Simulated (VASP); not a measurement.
# BaO (Fm-3m) in VASP: a series of runs, part 2 of 2

VASP 6.6.1. The steps go on from the part before.

**3. Relaxation of cell and atoms, PBEsol**

This run uses another cell than the first one, of 20.80 Å³/atom.

INCAR

```
PREC = Accurate ; ENCUT = 1340
EDIFF = 1E-7 ; ISMEAR = 0
SIGMA = 0.01 ; LREAL = False
LASPH = True ; NELM = 120
ALGO = Normal ; ISIF = 3
LWAVE = False ; LCHARG = False
GGA = PS ; IBRION = 2
NSW = 80 ; EDIFFG = -0.02
GGA_COMPAT = False ; NELMIN = 4
```

KPOINTS

```
regular mesh
0
Gamma
  7 7 7
```

POSCAR

```
BaO
1.0
    0.0000000000      2.7500000000      2.7500000000
    2.7500000000      0.0000000000      2.7500000000
    2.7500000000      2.7500000000      0.0000000000
Ba O
1 1
Direct
    0.0000000000      0.0000000000      0.0000000000
    0.5000000000      0.5000000000      0.5000000000
```

Potentials or basis: VASP PAW PBE potentials, release 64 (Ba_sv, O_h).

Command:

```sh
> cat potpaw_PBE.64/Ba_sv/POTCAR potpaw_PBE.64/O_h/POTCAR > POTCAR
> mpirun -np 1 vasp_std > vasp.out
```

OUTCAR:

```text
PREC = Accurate
   ENCUT = 1340
   EDIFF = 1E-7
   ISMEAR = 0
   LREAL = False
   LASPH = True
   NELM = 120
   ISIF = 3
   GGA = PS
   IBRION = 2
   NSW = 80
   EDIFFG = -0.02
   NELMIN = 4

 ion  position               nearest neighbor table
   1  0.000  0.000  0.000-   2 2.75   2 2.75   2 2.75   2 2.75   2 2.75   2 2.75
   2  0.500  0.500  0.500-   1 2.75   1 2.75   1 2.75   1 2.75   1 2.75   1 2.75

  LATTYP: Found a face centered cubic cell.
 ALAT       =     5.5000000000

  Lattice vectors:

 A1 = (   0.0000000000,   2.7500000000,   2.7500000000)
 A2 = (   2.7500000000,   0.0000000000,   2.7500000000)
 A3 = (   2.7500000000,   2.7500000000,   0.0000000000)

Analysis of symmetry for initial positions (statically):
=====================================================================
 Subroutine PRICEL returns:
 Original cell was already a primitive cell.

 Routine SETGRP: Setting up the symmetry group for a
 face centered cubic supercell.

 Subroutine GETGRP returns: Found 48 space group operations
 (whereof 48 operations were pure point group operations)
 out of a pool of 48 trial point group operations.

The static configuration has the point symmetry O_h .

Analysis of symmetry for dynamics (positions and initial velocities):
=====================================================================
 Subroutine PRICEL returns:
 Original cell was already a primitive cell.

 Routine SETGRP: Setting up the symmetry group for a
 face centered cubic supercell.

 Subroutine GETGRP returns: Found 48 space group operations
 (whereof 48 operations were pure point group operations)
 out of a pool of 48 trial point group operations.

The dynamic configuration has the point symmetry O_h .

 Subroutine INISYM returns: Found 48 space group operations
 (whereof 48 operations are pure point group operations),
 and found     1 'primitive' translations

[... 101 lines left out ...]
   NUPDOWN=      -1.0000    fix difference up-down
   EMIN   =  10.00;   EMAX   =-10.00  energy-range for DOS
   EFERMI =   0.00;   METHOD = LEGACY
   ISMEAR =     0;   SIGMA  =   0.01  broadening in eV -4-tet -1-fermi 0-gaus
   EFERMI_NEDOS =   21; number of points for ismear=-14 and -15
   IALGO  =     38    algorithm
   IMIX   =      4    mixing-type and parameters
     AMIX     =   0.40;   BMIX     =  1.00
     AMIX_MAG =   1.60;   BMIX_MAG =  1.00
  volume/ion in A,a.u.               =      20.80       140.34
  Fermi-wavevector in a.u.,A,eV,Ry     =   1.190617  2.249940 19.287200  1.417569
  Thomas-Fermi vector in A             =   2.326698
   LORBIT       =      0    0 simple, 1 ext, 2 COOP (PROOUT), +10 PAW based schemes
   GGA     = PS    functional components
   LHFCALC =     F    Hartree Fock is set to
   AEXX    =    0.0000 exact exchange contribution
   IVDW    =     0    specifies the selected vdW correction
   LEPSILON=     F    determine dielectric tensor
   LRPA    =     F    only Hartree local field effects (RPA)
 conjugate gradient relaxation of ions
 non-spin polarized calculation
 Gauss-broadening in eV      SIGMA  =   0.01
  energy-cutoff  :     1340.00
  volume of cell :       41.59
 maximum number of plane-waves:      4651
   NGX = 23   NGY = 23   NGZ = 23

--------------------------------------- Ionic step        1  -------------------------------------------

 number of electron      16.0000000 magnetization

 Free energy of the ion-electron system (eV)
  ---------------------------------------------------
  ext. energy  EPLUGINS =         0.00000000
  ---------------------------------------------------
  free energy    TOTEN  =       -12.40171749 eV

  energy without entropy =      -12.40171749  energy(sigma->0) =      -12.40171749

------------------------ aborting loop because EDIFF is reached ----------------------------------------

  FORCE on cell =-STRESS in cart. coord.  units (eV):
  Direction    XX          YY          ZZ          XY          YZ          ZX
  --------------------------------------------------------------------------------------
  -------------------------------------------------------------------------------------
  Total        0.3633899      0.3633899      0.3633899      0.0000000      0.0000000      0.0000000
  in kB       13.9976573     13.9976573     13.9976573      0.0000000      0.0000000      0.0000000
  external PRESSURE =      13.9976573 kB  Pullay stress =       0.0000000 kB
[... 59 lines left out ...]
--------------------------------------- Ionic step        3  -------------------------------------------

 number of electron      15.9999999 magnetization

 Free energy of the ion-electron system (eV)
  ---------------------------------------------------
  ext. energy  EPLUGINS =         0.00000000
  ---------------------------------------------------
  free energy    TOTEN  =       -12.40483864 eV

  energy without entropy =      -12.40483864  energy(sigma->0) =      -12.40483864

 E-fermi :   1.9499     XC(G=0):  -9.8745

 val. band max:        1.8603100512   @ k =  -0.4286   0.4286   0.0000
 cond. band min:       3.8568241112   @ k =   0.4286   0.4286   0.0000
 fundamental gap:      1.9965140600
 Fermi energy:         1.9498854957

 k-point     1 :       0.0000    0.0000    0.0000
  band No.  band energies     occupation
      1     -23.9267      2.00000
      2     -13.0248      2.00000
      3      -8.4088      2.00000
      4      -8.4088      2.00000
      5      -8.4088      2.00000
      6       1.5500      2.00000
      7       1.5500      2.00000
      8       1.5500      2.00000
      9       5.2979      0.00000
     10       6.5464      0.00000
     11       6.5464      0.00000
     12       6.5464      0.00000
[... 312 lines left out ...]
  FREE ENERGIE OF THE ION-ELECTRON SYSTEM (eV)
  ---------------------------------------------------
  free  energy   TOTEN  =       -12.4048386396 eV

  energy  without entropy=      -12.4048386396  energy(sigma->0) =      -12.40483864

 reached required accuracy - stopping structural energy minimisation
```

OSZICAR:

```text
N       E                     dE             d eps       ncg     rms          rms(c)
DAV:   1     0.151276143836E+03    0.15128E+03   -0.13767E+04   480   0.262E+03
DAV:   2    -0.219120136224E+00   -0.15150E+03   -0.13851E+03   708   0.316E+02
DAV:   3    -0.144587877005E+02   -0.14240E+02   -0.13981E+02   648   0.979E+01
[... 30 lines left out ...]
DAV:   6    -0.124048402833E+02   -0.30127E-04   -0.32641E-05   572   0.557E-02    0.110E-02
DAV:   7    -0.124048391311E+02    0.11522E-05   -0.39468E-06   608   0.188E-02    0.406E-03
DAV:   8    -0.124048388033E+02    0.32788E-06   -0.25554E-07   508   0.525E-03    0.605E-04
DAV:   9    -0.124048386664E+02    0.13687E-06   -0.35810E-08   252   0.170E-03    0.154E-04
DAV:  10    -0.124048386396E+02    0.26846E-07   -0.87234E-09   244   0.976E-04
   3 F= -.12404839E+02 E0= -.12404839E+02  d E =-.312115E-02
```

Run time: 2.7 min. Hardware: 1 thread of AMD EPYC 7R43 (Zen 3), shared host; peak memory 0.33 GiB.

Results:

* Free energy: -12.4048 eV
* Relaxed volume: 21.16 Å³/atom
* Relaxed cell: a = 3.912 Å, b = 3.912 Å, c = 3.912 Å, α = 60.00°, β = 60.00°, γ = 60.00°
* Space group after relaxing (to 0.1 Å): Fm-3m (No. 225)
* Energy gained by relaxing: 1.6 meV/atom
* Ionic steps: 3
* Pressure after relaxing: 0.0 GPa
* Band gap on the k mesh: 2.00 eV (least direct gap 2.14 eV)

Step by step:
| step | energy change (eV) | largest force (eV/Å) | pressure (GPa) | volume (Å³) |
| --- | --- | --- | --- | --- |
| 1 | 0.0000 | 0.0000 | 1.40 | 41.59 |
| 2 | -0.0023 | 0.0000 | -0.66 | 42.70 |
| 3 | -0.0031 | 0.0000 | 0.00 | 42.32 |

Final structure:
```xyz
2
Lattice="0.0000 2.7659 2.7659 2.7659 0.0000 2.7659 2.7659 2.7659 0.0000" Properties=species:S:1:pos:R:3 pbc="T T T"
Ba    0.0000    0.0000    0.0000
O     2.7659    2.7659    2.7659
```

Caveat: the PAW data sets were made with another functional, which shifts forces and pressure a little; spin-orbit coupling is left out, which moves the levels of the heavy elements; an odd mesh through Γ misses points on the zone boundary, where band edges can lie.
